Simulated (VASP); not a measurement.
Input of a VASP 6.6.1 run:

INCAR

```
SYSTEM = TiC
PREC = Accurate
ENCUT = 600
EDIFF = 1E-6
ISMEAR = 0
SIGMA = 0.1
LREAL = .False.
LASPH = .True.
NELM = 80
ALGO = Normal
ISIF = 3
LWAVE = .False.
LCHARG = .False.
GGA = PE
IBRION = 2
NSW = 100
EDIFFG = -0.01
```

The input KPOINTS:

```
regular mesh
0
Gamma
  12 12 4
  0 0 0
```

The input POSCAR:

```
TiC
1.0
    3.0879802270      0.0000000000      0.0000000000
   -1.5439901135      2.6742693230      0.0000000000
    0.0000000000      0.0000000000      9.8771536596
Ti C
4 4
Direct
    0.6666666667      0.3333333333      0.7500000000
    0.0000000000      0.0000000000      0.0000000000
    0.3333333333      0.6666666667      0.2500000000
    0.0000000000      0.0000000000      0.5000000000
    0.3333333333      0.6666666667      0.8760143831
    0.6666666667      0.3333333333      0.1239856169
    0.6666666667      0.3333333333      0.3760143831
    0.3333333333      0.6666666667      0.6239856169
```

Potentials or basis: VASP PAW PBE potentials, release 64 (Ti_sv, C).

Command:

```sh
$ cat potpaw_PBE.64/Ti_sv/POTCAR potpaw_PBE.64/C/POTCAR > POTCAR
$ mpirun -np 1 vasp_std > vasp.out
```

(1) Estimate the relaxed volume.

(2) Estimate the space group after relaxing (to 0.1 Å).

(3) Estimate the band gap on the k mesh.

Answers

(1) 10.19 Å³/atom.

(2) P6_3/mmc (No. 194).

(3) zero (bands 32 and 33 overlap by 0.90 eV).
